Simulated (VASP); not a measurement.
AlN, 2 atoms in the cell. It takes space group Fm-3m (No. 225, cubic). The conventional cell has a = 4.071 Å, b = 4.071 Å, c = 4.071 Å, α = 90.00°, β = 90.00°, γ = 90.00°. Within 2.7 Å of Al (site symmetry m-3m) lie 6 N at 2.04 Å. N (site symmetry m-3m) has 6 Al at 2.04 Å within 2.7 Å. 

- Program: VASP 6.6.1
- Task: single point
- Functional: PBE
- Potentials or basis: VASP PAW PBE potentials, release 64 (Al, N)
- Cutoff: 600 eV
- k mesh: 10 × 10 × 10
- Occupations: gaussian, width 0.02 eV
- Spin: no spin polarisation
- Dipole correction: no
- Further INCAR settings: ALGO = Normal; EDIFF = 1e-06; NBANDS = 11

Potentials or basis: VASP PAW PBE potentials, release 64 (Al, N).

Run with:

```bash
$ cat potpaw_PBE.64/Al/POTCAR potpaw_PBE.64/N/POTCAR > POTCAR
$ mpirun -np 1 vasp_std > vasp.out
```

Hardware: 1 thread of Intel(R) Xeon(R) 6975P-C (Granite Rapids), on a shared host.

Task: Estimate the wall time of this run.

Result: Wall time 3.4 s on 1 thread of Intel(R) Xeon(R) 6975P-C (Granite Rapids), on a shared host, peak memory 0.13 GiB. Counts: scf iterations 12, k points 47.
